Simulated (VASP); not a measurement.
The system is Ge.

```xyz
2
Lattice="0.0000 2.8844 2.8844 2.8844 0.0000 2.8844 2.8844 2.8844 0.0000" Properties=species:S:1:pos:R:3 pbc="T T T"
Ge    4.3266    4.3266    4.3266
Ge    2.8844    2.8844    2.8844
```

Base run:

- Program: VASP 6.6.1
- Functional: RPBE
- Dispersion: D4
- Potentials or basis: VASP PAW PBE potentials, release 64 (Ge_d)
- Cutoff: 520 eV
- k mesh: 8 × 8 × 8
- Occupations: fermi-dirac, width 0.05 eV
- Spin: no spin polarisation

Its results: band gap on the k mesh zero (filled and empty bands touch); pressure -2.9 GPa.

After a change of settings the same cell gave: band gap on the k mesh zero (band 14 reaches 4.31 eV, above the bottom of band 15 at 4.27 eV); pressure -4.0 GPa. Which change was it?
A. dispersion from D4 to D3(BJ); further incar settings from ALGO = Normal; EDIFF = 1e-07; NBANDS = 21 to ALGO = Normal; EDIFF = 1e-06; NBANDS = 21
B. functional from RPBE to BLYP; further incar settings from ALGO = Normal; EDIFF = 1e-07; NBANDS = 21 to ALGO = Normal; EDIFF = 1e-06; NBANDS = 21
C. functional from RPBE to PBEsol
D. functional from RPBE to r2SCAN; dispersion from D4 to none

C.

PBEsol binds more tightly than RPBE, so the same cell stands under less pressure.

Caveats: the PAW data sets were made with another functional, which shifts forces and pressure a little; pairwise dispersion overbinds metals, which lowers pressure and volume.
